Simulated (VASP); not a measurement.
Wanted: the native input for a VASP 6.6.1 run.

```
Task                   : single point
Functional             : revPBE
Dispersion             : D3(BJ)
Potentials or basis    : VASP PAW PBE potentials, release 64 (Tb_3), 4f in core
Cutoff                 : 520 eV
k mesh                 : 9 × 9 × 9
Occupations            : tetrahedron
Spin                   : collinear spin, ferromagnetic start
Starting moments       : [6.0] μB
Dipole correction      : no
Further INCAR settings : ALGO = Normal; EDIFF = 1e-06; NBANDS = 14
```

The structure of Tb lies in POSCAR:

```
Tb
1.0
   -1.9965096606      1.9965096606      1.9965096606
    1.9965096606     -1.9965096606      1.9965096606
    1.9965096606      1.9965096606     -1.9965096606
Tb
1
Direct
    0.0000000000      0.0000000000      0.0000000000
```

The input as run:

INCAR

```
SYSTEM = Tb
ALGO = Normal
EDIFF = 1E-6
ENCUT = 520
GGA = RE
ISIF = 2
ISMEAR = -5
ISPIN = 2
IVDW = 12
LASPH = .TRUE.
LCHARG = .FALSE.
LMAXMIX = 6
LORBIT = 11
LREAL = .FALSE.
LWAVE = .FALSE.
MAGMOM = 6
NBANDS = 14
NELM = 150
PREC = Accurate
SIGMA = 0.05
```

KPOINTS

```
k-points
0
G
  9 9 9
  0 0 0
```

Potentials or basis: VASP PAW PBE potentials, release 64 (Tb_3), 4f in core.

Command:

```bash
$ cat potpaw_PBE.64/Tb_3/POTCAR > POTCAR
$ mpirun -np 1 vasp_std > vasp.out
```

It gave:

```yaml
Pressure: -1.2 GPa
Net_moment: 0.31 μB per cell
Site_moments: Tb +0.22 μB
Valence_electrons_inside_the_program's_atomic_spheres: Tb 7.81
Dispersion_energy_per_atom: -0.610 eV
```

Caveat: the magnetic or orbital state may not be the lowest; the PAW data sets were made with another functional, which shifts forces and pressure a little; pairwise dispersion overbinds metals, which lowers pressure and volume; tetrahedron occupations give inexact forces and stress in metals.

Wall time 63 s on 1 thread of Intel(R) Xeon(R) Platinum 8488C (Sapphire Rapids), with other jobs on the host, peak memory 0.2 GiB.
